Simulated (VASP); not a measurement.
# SiO2 (P4_2/mnm) in VASP: a series of runs

The runs below take SiO2 through single point, with PBE.

Program: VASP 6.6.1. These are calculated values, not measurements. Logs are shortened: lines on timing, memory, paths and dates and some standing lists are left out, and cuts for length are marked.

## 1. The cell of the first run

The structure is tetragonal, space group P4_2/mnm (No. 136). Conventional cell: a = 4.018 Å, b = 4.018 Å, c = 2.562 Å, α = 90.00°, β = 90.00°, γ = 90.00°. Si (site symmetry mmm) has 6 O at 1.70 to 1.72 Å within 2.3 Å. O (site symmetry m2m) has 3 Si at 1.70 to 1.72 Å and 1 O at 2.25 Å within 2.3 Å.

## 2. Single point, PBE (strain -4.0%)

INCAR reads:

```
ALGO = Normal ; EDIFF = 1E-7
ENCUT = 520 ; GGA = PE
ISIF = 2 ; ISMEAR = -1
LASPH = T ; LCHARG = T
LELF = T ; LREAL = F
LVHAR = T ; LWAVE = F
NBANDS = 25 ; NELM = 100
PREC = Accurate ; SIGMA = 0.02
```

KPOINTS reads:

```
k-points
0
Gamma
  6 6 10
```

POSCAR reads:

```
SiO2
1.0
    4.0177812467      0.0000000000      0.0000000000
    0.0000000000      4.0177812467      0.0000000000
    0.0000000000      0.0000000000      2.5620862953
Si O
2 4
Direct
    0.0000000000      0.0000000000      0.0000000000
    0.5000000000      0.5000000000      0.5000000000
    0.3024450714      0.3024450714      0.0000000000
    0.1975549286      0.8024450714      0.5000000000
    0.8024450714      0.1975549286      0.5000000000
    0.6975549286      0.6975549286      0.0000000000
```

Potentials or basis: VASP PAW PBE potentials, release 64 (Si, O).

On the command line:

```sh
> cat potpaw_PBE.64/Si/POTCAR potpaw_PBE.64/O/POTCAR > POTCAR
> mpirun -np 1 vasp_std > vasp.out
```

OUTCAR:

```text
EDIFF = 1E-7
   ENCUT = 520
   GGA = PE
   ISIF = 2
   ISMEAR = -1
   LASPH = T
   LREAL = F
   NELM = 100
   PREC = Accurate

 ion  position               nearest neighbor table
   1  0.000  0.000  0.000-   4 1.70   5 1.70   4 1.70   5 1.70   3 1.72   6 1.72   2 3.12   2 3.12
                             2 3.12   2 3.12   2 3.12   2 3.12   2 3.12   2 3.12
   2  0.500  0.500  0.500-   3 1.70   6 1.70   3 1.70   6 1.70   5 1.72   4 1.72   1 3.12   1 3.12
                             1 3.12   1 3.12   1 3.12   1 3.12   1 3.12   1 3.12
   3  0.302  0.302  0.000-   2 1.70   2 1.70   1 1.72
   4  0.198  0.802  0.500-   1 1.70   1 1.70   2 1.72
   5  0.802  0.198  0.500-   1 1.70   1 1.70   2 1.72
   6  0.698  0.698  0.000-   2 1.70   2 1.70   1 1.72

  LATTYP: Found a simple tetragonal cell.
 ALAT       =     4.0177812467
 C/A-ratio  =     0.6376868570

  Lattice vectors:

 A1 = (   4.0177812467,   0.0000000000,   0.0000000000)
 A2 = (   0.0000000000,   4.0177812467,   0.0000000000)
 A3 = (   0.0000000000,   0.0000000000,   2.5620862953)

Analysis of symmetry for initial positions (statically):
=====================================================================
 Subroutine PRICEL returns:
 Original cell was already a primitive cell.

 Routine SETGRP: Setting up the symmetry group for a
 simple tetragonal supercell.

 Subroutine GETGRP returns: Found 16 space group operations
 (whereof  8 operations were pure point group operations)
 out of a pool of 16 trial point group operations.

The static configuration has the point symmetry D_2h.
 The point group associated with its full space group is D_4h.

Analysis of symmetry for dynamics (positions and initial velocities):
=====================================================================
 Subroutine PRICEL returns:
 Original cell was already a primitive cell.

 Routine SETGRP: Setting up the symmetry group for a
 simple tetragonal supercell.

 Subroutine GETGRP returns: Found 16 space group operations
 (whereof  8 operations were pure point group operations)
 out of a pool of 16 trial point group operations.

The dynamic configuration has the point symmetry D_2h.
 The point group associated with its full space group is D_4h.

 Subroutine INISYM returns: Found 16 space group operations
 (whereof  8 operations are pure point group operations),
 and found     1 'primitive' translations

----------------------------------------------------------------------------------------

                                     Primitive cell

  volume of cell :      41.3586

  direct lattice vectors                    reciprocal lattice vectors
     4.017781247  0.000000000  0.000000000     0.248893590  0.000000000  0.000000000
     0.000000000  4.017781247  0.000000000     0.000000000  0.248893590  0.000000000
     0.000000000  0.000000000  2.562086295     0.000000000  0.000000000  0.390306916

  length of vectors
     4.017781247  4.017781247  2.562086295     0.248893590  0.248893590  0.390306916

  position of ions in fractional coordinates (direct lattice)
     0.000000000  0.000000000  0.000000000
     0.500000000  0.500000000  0.500000000
     0.302445071  0.302445071  0.000000000
     0.197554929  0.802445071  0.500000000
     0.802445071  0.197554929  0.500000000
     0.697554929  0.697554929  0.000000000

  ion indices of the primitive-cell ions
   primitive index   ion index
                 1           1
                 2           2
                 3           3
                 4           4
                 5           5
                 6           6

----------------------------------------------------------------------------------------

 KPOINTS: k-points

Automatic generation of k-mesh.
 Grid dimensions read from file:
 generate k-points for:    6    6   10

 Generating k-lattice:

  Cartesian coordinates                     Fractional coordinates (reciprocal lattice)
     0.041482265  0.000000000  0.000000000     0.166666667  0.000000000  0.000000000
     0.000000000  0.041482265  0.000000000     0.000000000  0.166666667  0.000000000
     0.000000000  0.000000000  0.039030692     0.000000000  0.000000000  0.100000000

  Length of vectors
     0.041482265  0.041482265  0.039030692

  Shift w.r.t. Gamma in fractional coordinates (k-lattice)
     0.000000000  0.000000000  0.000000000

 Subroutine IBZKPT returns following result:
 ===========================================

 Found     60 irreducible k-points:

 Following reciprocal coordinates:
            Coordinates               Weight
  0.000000  0.000000  0.000000      1.000000
  0.166667  0.000000  0.000000      4.000000
  0.333333  0.000000  0.000000      4.000000
  0.500000  0.000000  0.000000      2.000000
  0.166667  0.166667  0.000000      4.000000
  0.333333  0.166667  0.000000      8.000000
[... 16 lines left out ...]
  0.333333  0.000000  0.200000      8.000000
  0.500000  0.000000  0.200000      4.000000
 [... further k-points ...]
   k-points           NKPTS =     60   k-points in BZ     NKDIM =     60   number of bands    NBANDS=     25
   number of dos      NEDOS =    301   number of ions     NIONS =      6
   total plane-waves  NPLWV =  18000
   dimension x,y,z NGX =    30 NGY =   30 NGZ =   20
   dimension x,y,z NGXF=    60 NGYF=   60 NGZF=   40
   ions per type =               2   4
   NGX,Y,Z   is equivalent  to a cutoff of  12.41, 12.41, 12.98 a.u.
   NGXF,Y,Z  is equivalent  to a cutoff of  24.83, 24.83, 25.95 a.u.
 SYSTEM =  unknown system
   PREC   = accura    normal or accurate (medium, high low for compatibility)
   ISTART =      0    job   : 0-new  1-cont  2-samecut
   ICHARG =      2    charge: 1-file 2-atom 10-const
   ISPIN  =      1    spin polarized calculation?
   LNONCOLLINEAR =      F non collinear calculations
   LSORBIT =      F    spin-orbit coupling
   LASPH  =      T    aspherical Exc in radial PAW
   ENCUT  =  520.0 eV  38.22 Ry    6.18 a.u.   7.47  7.47  4.76*2*pi/ulx,y,z
   NELM   =    100;   NELMIN=  2; NELMDL= -5     # of ELM steps
   EDIFF  = 0.1E-06   stopping-criterion for ELM
   LREAL  =      F    real-space projection
   EDIFFG = 0.1E-05   stopping-criterion for IOM
   NSW    =      0    number of steps for IOM
   IBRION =     -1    ionic relax: 0-MD 1-quasi-New 2-CG
   NFREE  =      0    steps in history (QN), initial steepest desc. (CG)
   ISIF   =      2    stress and relaxation
   ISYM   =      2    0-nonsym 1-usesym 2-fastsym
   POTIM  = 0.5000    time-step for ionic-motion
   TEBEG  =    0.0;   TEEND  =   0.0 temperature during run
   PSTRESS=    0.0 pullay stress
   NELECT =      32.0000    total number of electrons
   NUPDOWN=      -1.0000    fix difference up-down
   EMIN   =  10.00;   EMAX   =-10.00  energy-range for DOS
   EFERMI =   0.00;   METHOD = LEGACY
   ISMEAR =    -1;   SIGMA  =   0.02  broadening in eV -4-tet -1-fermi 0-gaus
   EFERMI_NEDOS =   21; number of points for ismear=-14 and -15
   IALGO  =     38    algorithm
   IMIX   =      4    mixing-type and parameters
     AMIX     =   0.40;   BMIX     =  1.00
     AMIX_MAG =   1.60;   BMIX_MAG =  1.00
  volume/ion in A,a.u.               =       6.89        46.52
  Fermi-wavevector in a.u.,A,eV,Ry     =   1.502921  2.840108 30.732438  2.258770
  Thomas-Fermi vector in A             =   2.614098
   LORBIT       =      0    0 simple, 1 ext, 2 COOP (PROOUT), +10 PAW based schemes
   GGA     = PE    functional components
   LHFCALC =     F    Hartree Fock is set to
   AEXX    =    0.0000 exact exchange contribution
   IVDW    =     0    specifies the selected vdW correction
   LEPSILON=     F    determine dielectric tensor
   LRPA    =     F    only Hartree local field effects (RPA)
 non-spin polarized calculation
  energy-cutoff  :      520.00
  volume of cell :       41.36
 maximum number of plane-waves:      1138
 NGX is ok and might be reduce to    30
   NGX = 15   NGY = 15   NGZ =  9

 number of electron      31.9999992 magnetization

 Free energy of the ion-electron system (eV)
  ---------------------------------------------------
  ext. energy  EPLUGINS =         0.00000000
  ---------------------------------------------------
  free energy    TOTEN  =       -45.16680621 eV

  energy without entropy =      -45.16680621  energy(sigma->0) =      -45.16680621

 E-fermi :  10.4336     XC(G=0): -12.9078

 val. band max:       10.0194326217   @ k =   0.0000   0.0000   0.0000
 cond. band min:      17.1930270072   @ k =   0.0000   0.0000   0.0000
 fundamental gap:      7.1735943855
 Fermi energy:        10.4336061404

 k-point     1 :       0.0000    0.0000    0.0000
  band No.  band energies     occupation
      1     -13.8937      2.00000
      2      -9.6967      2.00000
      3      -9.6967      2.00000
      4      -9.1825      2.00000
      5      -1.8695      2.00000
      6       2.5953      2.00000
[... 17 lines left out ...]
     24      26.2568      0.00000
     25      27.2217      0.00000

 k-point     2 :       0.1667    0.0000    0.0000
  band No.  band energies     occupation
      1     -13.7262      2.00000
      2     -10.4194      2.00000
      3      -9.6032      2.00000
      4      -8.8412      2.00000
      5      -1.6746      2.00000
      6       2.0057      2.00000
[... 17 lines left out ...]
     24      25.3314      0.00000
     25      27.0102      0.00000

 k-point     3 :       0.3333    0.0000    0.0000
  band No.  band energies     occupation
      1     -13.2359      2.00000
      2     -11.4728      2.00000
      3      -9.3491      2.00000
      4      -8.7770      2.00000
      5      -1.1254      2.00000
      6       0.8122      2.00000
[... 17 lines left out ...]
     24      25.2457      0.00000
     25      26.2075      0.00000

 k-point     4 :       0.5000    0.0000    0.0000
  band No.  band energies     occupation
      1     -12.4595      2.00000
      2     -12.4595      2.00000
      3      -9.0193      2.00000
      4      -9.0193      2.00000
      5      -0.2762      2.00000
      6      -0.2762      2.00000
[... 17 lines left out ...]
     24      24.6022      0.00000
     25      25.8815      0.00000

 k-point     5 :       0.1667    0.1667    0.0000
  band No.  band energies     occupation
      1     -13.5628      2.00000
      2     -10.6122      2.00000
      3      -9.8325      2.00000
      4      -8.7485      2.00000
      5      -1.4335      2.00000
      6       1.9832      2.00000
[... 17 lines left out ...]
     24      24.9973      0.00000
     25      26.8077      0.00000

 k-point     6 :       0.3333    0.1667    0.0000
  band No.  band energies     occupation
      1     -13.0848      2.00000
      2     -11.4186      2.00000
      3      -9.6823      2.00000
      4      -8.8972      2.00000
      5      -0.7938      2.00000
      6       1.1289      2.00000
[... 17 lines left out ...]
     24      24.9353      0.00000
     25      26.1662      0.00000
[... 393 lines left out ...]
 k-point    21 :       0.0000    0.0000    0.2000
  band No.  band energies     occupation
      1     -13.2934      2.00000
      2      -9.3865      2.00000
      3      -9.3865      2.00000
      4      -9.1743      2.00000
      5      -1.6336      2.00000
      6       2.8496      2.00000
[... 17 lines left out ...]
     24      26.0339      0.00000
     25      26.0590      0.00000

 k-point    22 :       0.1667    0.0000    0.2000
  band No.  band energies     occupation
      1     -13.1340      2.00000
      2     -10.0789      2.00000
      3      -9.3135      2.00000
      4      -8.8207      2.00000
      5      -1.3561      2.00000
      6       2.2549      2.00000
[... 17 lines left out ...]
     24      24.9121      0.00000
     25      25.1515      0.00000

 k-point    23 :       0.3333    0.0000    0.2000
  band No.  band energies     occupation
      1     -12.6685      2.00000
      2     -11.0269      2.00000
      3      -9.1201      2.00000
      4      -8.7334      2.00000
      5      -0.6724      2.00000
      6       1.1806      2.00000
[... 17 lines left out ...]
     24      23.6179      0.00000
     25      24.8713      0.00000

 k-point    24 :       0.5000    0.0000    0.2000
  band No.  band energies     occupation
      1     -11.9383      2.00000
      2     -11.9383      2.00000
      3      -8.8841      2.00000
      4      -8.8841      2.00000
      5       0.1924      2.00000
      6       0.1924      2.00000
[... 17 lines left out ...]
     24      23.2995      0.00000
     25      25.0112      0.00000

 [... further k-points ...]
[... 5 lines left out ...]
  --------------------------------------------------------------------------------------
  -------------------------------------------------------------------------------------
  Total       14.5781330     14.5781330     17.8683911      0.0000000      0.0000000      0.0000000
  in kB      564.7368965    564.7368965    692.1969850      0.0000000      0.0000000      0.0000000
  external PRESSURE =     607.2235926 kB  Pullay stress =       0.0000000 kB

 VOLUME and BASIS-vectors are now :
 -----------------------------------------------------------------------------
  energy-cutoff  :      520.00
  volume of cell :       41.36
      direct lattice vectors                 reciprocal lattice vectors
     4.017781247  0.000000000  0.000000000     0.248893590  0.000000000  0.000000000
     0.000000000  4.017781247  0.000000000     0.000000000  0.248893590  0.000000000
     0.000000000  0.000000000  2.562086295     0.000000000  0.000000000  0.390306916

 POSITION                                       TOTAL-FORCE (eV/Angst)
 -----------------------------------------------------------------------------------
      0.00000      0.00000      0.00000         0.000000     -0.000000     -0.000000
      2.00889      2.00889      1.28104         0.000000     -0.000000     -0.000000
      1.21516      1.21516      0.00000        -0.071172     -0.071172      0.000000
      0.79373      3.22405      1.28104         0.071172     -0.071172      0.000000
      3.22405      0.79373      1.28104        -0.071172      0.071172     -0.000000
      2.80262      2.80262      0.00000         0.071172      0.071172     -0.000000
 -----------------------------------------------------------------------------------
    total drift:                               -0.000000      0.000000      0.000000

  FREE ENERGIE OF THE ION-ELECTRON SYSTEM (eV)
  ---------------------------------------------------
  free  energy   TOTEN  =       -45.1668062121 eV

  energy  without entropy=      -45.1668062121  energy(sigma->0) =      -45.16680621
```

Run time: 41 s. Hardware: 1 thread of Intel Xeon Platinum 8488C (Sapphire Rapids), shared host; peak memory 0.17 GiB.

Results:

* Free energy: -45.1668 eV
* Pressure: 60.7 GPa
* Largest force: 0.101 eV/Å
* Band gap on the k mesh: 7.17 eV

Forces in eV/Å, atoms in the order of the input:
```
Si   0.000  0.000  0.000
Si   0.000  0.000  0.000
O   -0.071 -0.071  0.000
O    0.071 -0.071  0.000
O   -0.071  0.071  0.000
O    0.071  0.071  0.000
```

Stress tensor (GPa, compression positive):
```
56.47  0.00  0.00
 0.00 56.47  0.00
 0.00  0.00 69.22
```

Caveat: the cell differs from its parent crystal (strain -4.0%); the cell stands under pressure. A k mesh can miss the band edges.

## 3. Single point, PBE (strain -3.0%)

INCAR reads:

```
SYSTEM = SiO2
ALGO     = Normal         ! electronic algorithm
EDIFF    = 1E-7           ! SCF threshold, eV
ENCUT    = 520            ! plane-wave cutoff, eV
GGA      = PE             ! functional
ISIF     = 2              ! what is computed and relaxed
ISMEAR   = -1             ! smearing method
LASPH    = .TRUE.         ! aspherical terms in the spheres
LCHARG   = .TRUE.         ! write CHGCAR
LELF     = .TRUE.         ! ELF
LREAL    = .FALSE.        ! projectors in reciprocal space
LVHAR    = .TRUE.       
LWAVE    = .FALSE.        ! write WAVECAR
NBANDS   = 25             ! bands
NELM     = 80             ! most SCF steps
PREC     = Accurate       ! precision mode
SIGMA    = 0.02           ! smearing width, eV
```

KPOINTS reads:

```
k-points
0
G
  6 6 10
  0 0 0
```

POSCAR reads:

```
SiO2
1.0
    4.0596331347      0.0000000000      0.0000000000
    0.0000000000      4.0596331347      0.0000000000
    0.0000000000      0.0000000000      2.5887746942
Si O
2 4
Direct
    0.0000000000      0.0000000000      0.0000000000
    0.5000000000      0.5000000000      0.5000000000
    0.3032819262      0.3032819262      0.0000000000
    0.1967180738      0.8032819262      0.5000000000
    0.8032819262      0.1967180738      0.5000000000
    0.6967180738      0.6967180738      0.0000000000
```

Potentials or basis: VASP PAW PBE potentials, release 64 (Si, O).

On the command line:

```sh
> cat potpaw_PBE.64/Si/POTCAR potpaw_PBE.64/O/POTCAR > POTCAR
> mpirun -np 1 vasp_std > vasp.out
```

Wall time 37 s (1 thread of Intel Xeon Platinum 8488C (Sapphire Rapids), shared host); peak memory 0.17 GiB.

Results (log left out):

```
Free energy            : -45.5991 eV
Pressure               : 45.4 GPa
Largest force          : 0.107 eV/Å
Band gap on the k mesh : 7.08 eV
```

Forces on the atoms (eV/Å):
```
Si   0.000  0.000  0.000
Si   0.000  0.000  0.000
O   -0.075 -0.075  0.000
O    0.075 -0.075  0.000
O   -0.075  0.075  0.000
O    0.075  0.075  0.000
```

Stress tensor (GPa, compression positive):
```
41.99  0.00  0.00
 0.00 41.99  0.00
 0.00  0.00 52.21
```

Levels at points of the mesh, in eV from the valence-band top:
```
           k point  band 12  band 13  band 14  band 15  band 16  band 17  band 18  band 19  band 20  band 21
(0.00, 0.00, 0.00)    -3.38    -2.48    -0.98    -0.98     0.00     7.08     7.14     9.20     9.20    11.20
(0.50, 0.00, 0.00)    -4.38    -2.83    -2.83    -1.15    -1.15     8.88     8.88     9.80     9.80    11.65
(0.50, 0.50, 0.00)    -3.53    -3.01    -3.01    -2.63    -2.63     8.55     8.55    10.95    10.95    13.98
(0.00, 0.00, 0.50)    -5.10    -3.58    -3.58    -2.99    -2.99    10.24    10.24    13.48    13.48    14.11
(0.50, 0.00, 0.50)    -4.49    -2.51    -2.51    -2.01    -2.01     9.54     9.54    10.82    10.82    12.74
(0.50, 0.50, 0.50)    -4.77    -1.87    -1.87    -1.80    -1.80     8.07     8.07    11.78    11.78    11.85
```

Caveat: the cell differs from its parent crystal (strain -3.0%); the cell stands under pressure. A k mesh can miss the band edges.

(Continued in part 2 of 2.)
